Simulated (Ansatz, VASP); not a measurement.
**One calculation of CdSi3, two programs**

INCAR

```
PREC = Accurate ; ENCUT = 600
EDIFF = 1E-7 ; ISMEAR = 0
SIGMA = 0.1 ; LREAL = F
LASPH = T ; NELM = 80
ALGO = Normal ; ISIF = 3
LWAVE = F ; LCHARG = F
GGA = PE ; IBRION = 2
NSW = 100 ; EDIFFG = -0.01
```

The input KPOINTS:

```
Automatic mesh
0
Gamma
  12 12 12
```

The input POSCAR:

```
CdSi3
1.0
    4.1429158890      0.0000000000      0.0000000000
    0.0000000000      4.1429158890      0.0000000000
    0.0000000000      0.0000000000      4.0223810153
Cd Si
1 3
Direct
    0.0000000000      0.0000000000      0.0000000000
    0.0000000000      0.5000000000      0.5000000000
    0.5000000000      0.0000000000      0.5000000000
    0.5000000000      0.5000000000      0.0000000000
```

Input for Ansatz:

```yaml
crystal:
  lattice:
    - [4.142915889, 0.0, 0.0]
    - [0.0, 4.142915889, 0.0]
    - [0.0, 0.0, 4.0223810153]
  atoms:
    - { symbol: Cd, position: [0.0, 0.0, 0.0] }
    - { symbol: Si, position: [0.0, 0.5, 0.5] }
    - { symbol: Si, position: [0.5, 0.0, 0.5] }
    - { symbol: Si, position: [0.5, 0.5, 0.0] }
basis:
  ecutwfc: 420
kpoints:
  mp_grid: { grid: [12, 12, 12] }
hamiltonian:
  xc: pbe
scf:
  occupations: { method: gaussian, width: 0.1 }
output:
  forces: true
  stress: true
  eigenvalues: true
relax:
  adjacent_minimum: "off"
  f_tol: 0.01
  max_steps: 80
  cell: { stress_tol: 0.05 }
```

Alike in both runs: task relaxation of cell and atoms; functional PBE; k mesh 12 × 12 × 12; occupations gaussian, width 0.1 eV; no spin polarisation.

|  | VASP | Ansatz |
| --- | --- | --- |
| version | VASP 6.6.1 | Ansatz 0.2.0 |
| potentials or method | VASP PAW PBE potentials, release 64 (Cd, Si), cutoff 600 eV | scalar-relativistic, plane waves, PAW |
| valence electrons in the cell | 24 | 32 |

```csv
,VASP,Ansatz,Ansatz less VASP
"gap on the k mesh at the Fermi level, each at its own relaxed structure (eV)",none,none,-
relaxed volume (Å³/atom),17.65,17.60,-0.053
relaxed length of the cell vector where the two differ most in proportion (Å),4.051,4.043,-0.0081
```

A gap of «none» marks a metal or a gap that the smearing closes. VASP's potentials hold 24 valence electrons a cell and Ansatz's 32, so a difference there can come from the potentials and not from the codes.
